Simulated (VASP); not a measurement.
**AgCl: single point with PBE**

AgCl:

```xyz
2
Lattice="0.0000 2.8841 2.5513 2.8841 0.0000 2.5513 2.8841 2.8841 0.0000" Properties=species:S:1:pos:R:3 pbc="T T T"
Ag    2.8841    2.8841    2.5513
Cl    0.0000    0.0000    0.0000
```

This cell differs from its parent crystal: strain +0.040 along x and y, -0.080 along z.

```json
{
 "Program": "VASP 6.6.1",
 "Task": "single point",
 "Functional": "PBE",
 "Potentials or basis": "VASP PAW PBE potentials, release 64 (Ag, Cl)",
 "Cutoff": "520 eV",
 "k mesh": "8 × 8 × 8",
 "Occupations": "gaussian, width 0.05 eV",
 "Spin": "no spin polarisation"
}
```

| Quantity | Value |
| --- | --- |
| Pressure | 3.2 GPa |
| Band gap on the k mesh | 0.71 eV (least direct gap 3.27 eV) |

Stress tensor (GPa, compression positive):
```
1.81 0.00 0.00
0.00 1.81 0.00
0.00 0.00 5.95
```

Levels at points of the mesh, in eV from the valence-band top:
| k point | band 6 | band 7 | band 8 | band 9 | band 10 | band 11 | band 12 | band 13 |
| --- | --- | --- | --- | --- | --- | --- | --- | --- |
| (0.00, 0.00, 0.00) | -2.79 | -2.65 | -2.57 | -2.57 | 0.71 | 10.54 | 10.54 | 10.83 |
| (0.50, 0.00, 0.00) | -2.42 | -2.07 | -0.66 | 0.00 | 3.87 | 6.48 | 6.74 | 8.14 |
| (0.50, 0.50, 0.00) | -2.49 | -2.39 | -2.39 | -2.21 | 2.08 | 7.22 | 9.11 | 10.65 |
| (0.50, 0.00, 0.50) | -2.68 | -2.38 | -2.35 | -2.23 | 2.17 | 7.92 | 8.05 | 10.63 |

Run time: 64 s on 1 thread of Intel Xeon 8259CL, with other jobs on the host, peak memory 0.19 GiB.

Caveat: the cell differs from its parent crystal (strain +0.040 along x and y, -0.080 along z); the cell stands under pressure; semilocal functionals underestimate gaps, and a narrow one can read as zero. A k mesh can miss the band edges.
